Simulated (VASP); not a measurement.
# PbS: single point with PBE

The system is PbS.

```
CELL_PARAMETERS angstrom
2.07995 -5.99130 0.00000
2.07995 5.99130 0.00000
0.00000 0.00000 4.27932
ATOMIC_POSITIONS crystal
Pb 0.13494 0.88032 0.24860
Pb 0.86171 0.12363 0.75282
S 0.36449 0.66484 0.24715
S 0.63820 0.34806 0.75218
```

This cell differs from its parent crystal: atoms moved at random.

| Quantity | Value |
| --- | --- |
| Program | VASP 6.6.1 |
| Task | single point |
| Functional | PBE |
| Potentials or basis | VASP PAW PBE potentials, release 64 (Pb_d, S) |
| Cutoff | 520 eV |
| k mesh | 7 × 7 × 6 |
| Occupations | fermi-dirac, width 0.05 eV |
| Spin | no spin polarisation |

- Pressure: 1.1 GPa
- Largest force: 0.275 eV/Å
- Band gap on the k mesh: 1.23 eV (least direct gap 1.47 eV)

Forces on the atoms (eV/Å):
```
Pb  -0.034  0.109  0.016
Pb   0.047 -0.031 -0.019
S   -0.141 -0.233  0.035
S    0.127  0.155 -0.032
```

Stress tensor (GPa, compression positive):
```
 0.93  0.11 -0.07
 0.11  1.67 -0.08
-0.07 -0.08  0.79
```

Levels at points of the mesh, in eV from the valence-band top:
```tsv
k point	band 16	band 17	band 18	band 19	band 20	band 21	band 22	band 23	band 24	band 25
(0.00, 0.00, 0.00)	-2.86	-2.29	-1.52	-1.37	-0.38	4.53	4.77	5.15	5.60	5.84
(0.00, 0.00, 0.50)	-2.62	-1.07	-1.03	-0.10	-0.06	1.94	1.96	2.89	2.94	5.14
```

It took 3.4 min on 1 thread of Intel(R) Xeon(R) 6975P-C (Granite Rapids) (shared host), peak memory 0.5 GiB.

Caveat: the cell differs from its parent crystal (atoms moved at random); spin-orbit coupling is left out, which moves the levels of the heavy elements; an odd mesh through Γ misses points on the zone boundary, where band edges can lie.
